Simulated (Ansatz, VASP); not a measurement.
**One calculation of BaCd3Se4, two programs**

```xyz
8
Lattice="-2.5569 2.5569 7.6997 2.5569 -2.5569 7.6997 2.5569 2.5569 -7.6997" Properties=species:S:1:pos:R:3 pbc="T T T"
Ba    0.0000    0.0000    7.6997
Cd    0.0000    0.0000   11.8420
Cd    0.0000    0.0000    3.5574
Cd    0.0000    0.0000    0.0000
Se    0.0000    2.5569    2.1186
Se    2.5569    0.0000    2.1186
Se    2.5569    0.0000    5.5811
Se    0.0000    2.5569    5.5811
```

Alike in both runs: functional PBE; k mesh 3 × 3 × 3; occupations gaussian, width 0.15 eV; no spin polarisation.

Ansatz relaxed the structure, and its values are those at the end. VASP's run is a single point on that final structure, the one shown.

|  | VASP | Ansatz |
| --- | --- | --- |
| version | VASP 6.6.1 | Ansatz 0.2.0 |
| potentials or method | VASP PAW PBE potentials, release 64 (Ba_sv, Cd, Se), cutoff 520 eV | scalar-relativistic, plane waves, PAW |
| valence electrons in the cell | 70 | 134 |

|  | VASP | Ansatz | Ansatz less VASP |
| --- | --- | --- | --- |
| gap on the k mesh at the Fermi level (eV) | none | none | - |
| pressure (GPa) | 0.3 | -0.1 | -0.42 |
| rms of the force components (eV/Å) | 0.013 | 0.025 | +0.0115 |

A gap of «none» marks a metal or a gap that the smearing closes. VASP's potentials hold 70 valence electrons a cell and Ansatz's 134, so a difference there can come from the potentials and not from the codes.

The k mesh is coarse, so the values compare programs but aren't converged. Neither program's run includes spin-orbit coupling.
